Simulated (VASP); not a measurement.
# Ta3S: single point with PBE

Crystal: Ta3S.

```
Ta S
1.0
     4.08803    0.00000    0.00000
     0.00000    4.08803    0.00000
     0.00000    0.00000    4.08803
Ta S
3 1
Direct
  0.00000 0.50000 0.50000
  0.50000 0.00000 0.50000
  0.50000 0.50000 0.00000
  0.00000 0.00000 0.00000
```

```yaml
Program: VASP 6.6.1
Task: single point
Functional: PBE
Potentials_or_basis: VASP PAW PBE potentials, release 64 (Ta_pv, S)
Cutoff: 520 eV
k_mesh: 12 × 12 × 12
Occupations: gaussian, width 0.1 eV
Spin: no spin polarisation
```

```
Pressure               : 0.2 GPa
Band gap on the k mesh : zero (an odd number of electrons rules out a gap without spin polarisation)
```

Levels at points of the mesh, in eV from the Fermi level:
```tsv
k point	band 17	band 18	band 19	band 20	band 21	band 22	band 23	band 24
(0.00, 0.00, 0.00)	-3.32	-3.32	-3.32	-1.56	1.43	1.43	1.43	4.24
(0.50, 0.00, 0.00)	-1.06	-0.55	-0.47	-0.47	-0.18	0.83	0.83	1.08
(0.50, 0.50, 0.00)	-1.64	-0.36	-0.36	0.12	1.03	1.03	1.15	1.35
(0.50, 0.50, 0.50)	-0.34	-0.34	-0.34	-0.16	0.84	1.14	1.14	1.14
```

Run time: 56 s on 1 thread of AMD EPYC 9R45 96-Core Processor (Zen 5) (shared host), peak memory 0.23 GiB.

Caveat: spin-orbit coupling is left out, which moves the levels of the heavy elements.
